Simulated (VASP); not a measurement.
Here is a VASP 6.6.1 calculation.

File INCAR:

```
PREC = Accurate
ENCUT = 520
EDIFF = 1E-6
ISMEAR = 0
SIGMA = 0.1
LREAL = F
LASPH = T
NELM = 60
ALGO = Normal
ISIF = 2
LWAVE = F
LCHARG = F
LDIPOL = T
IDIPOL = 3
DIPOL = 0.5 0.5 0.300
GGA = PE
NBANDS = 32
```

Contents of KPOINTS:

```
regular mesh
0
Gamma
  6 6 1
```

Contents of POSCAR:

```
Al6H
1.0
    5.7143028096      0.0000000000      0.0000000000
   -2.8571514048      4.9487313980      0.0000000000
    0.0000000000      0.0000000000     22.6016424997
Al H
12 2
Direct
    0.3333333333      0.1666666667      0.1769782882
    0.3333333333      0.6666666667      0.1769782882
    0.8333333333      0.1666666667      0.1769782882
    0.8333333333      0.6666666667      0.1769782882
    0.1666666667      0.3333333333      0.2787817902
    0.1666666667      0.8333333333      0.2787817902
    0.6666666667      0.3333333333      0.2787817902
    0.6666666667      0.8333333333      0.2787817902
    0.0000000000      0.0000000000      0.3805759913
    0.0000000000      0.5000000000      0.3805759913
    0.5000000000      0.0000000000      0.3805759913
    0.5000000000      0.5000000000      0.3805759913
    0.2025212247      0.1666666667      0.4288025748
    0.4641454420      0.1666666667      0.4288025748
```

Potentials or basis: VASP PAW PBE potentials, release 64 (Al, H).

Run with:

```bash
$ cat potpaw_PBE.64/Al/POTCAR potpaw_PBE.64/H/POTCAR > POTCAR
$ mpirun -np 1 vasp_std > vasp.out
```

Question: What does it give for the largest force?

Answer: 2.242 eV/Å.

Question: Predict the band gap on the k mesh.

Answer: Zero (bands 19 and 20 overlap by 0.56 eV).

Forces on the atoms (eV/Å):
```
Al   0.000 -0.032 -0.009
Al  -0.066 -0.003 -0.138
Al   0.000  0.045 -0.096
Al   0.066 -0.003 -0.138
Al   0.022  0.115  0.158
Al   0.000 -0.020  0.155
Al  -0.022  0.115  0.158
Al   0.000 -0.031 -0.069
Al  -1.459 -1.189 -1.218
Al   0.000  0.243 -0.220
Al   1.459 -1.189 -1.218
Al   0.000  0.170  0.084
H   -0.167  0.889  1.276
H    0.167  0.889  1.276
```
